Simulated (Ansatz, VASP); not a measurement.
Two plane-wave programs on B

```
CELL_PARAMETERS angstrom
1.65098 0.00000 0.00000
-0.82549 1.42979 0.00000
0.00000 0.00000 10.42839
ATOMIC_POSITIONS crystal
B 0.33333 0.66667 0.25000
B 0.66667 0.33333 0.75000
```

Alike in both runs: task single point; functional revPBE; k mesh 23 × 23 × 4; occupations fermi-dirac, width 0.1 eV; no spin polarisation.

|  | VASP | Ansatz |
| --- | --- | --- |
| version | VASP 6.6.1 | Ansatz 0.2.0 |
| potentials or method | VASP PAW PBE potentials, release 64 (B), cutoff 520 eV | plane waves (420 eV) with PAW, scalar-relativistic |
| valence electrons in the cell | 6 | 6 |

```tsv
	VASP	Ansatz	Ansatz less VASP
pressure (GPa)	17.5	17.6	+0.10
traceless stress, the component that is largest in VASP (GPa)	-17.51	-17.51	+0.004
```

VASP's potentials were made for PBE, not for revPBE. With one functional, cell and mesh, what is left measures potentials, basis and numerics.
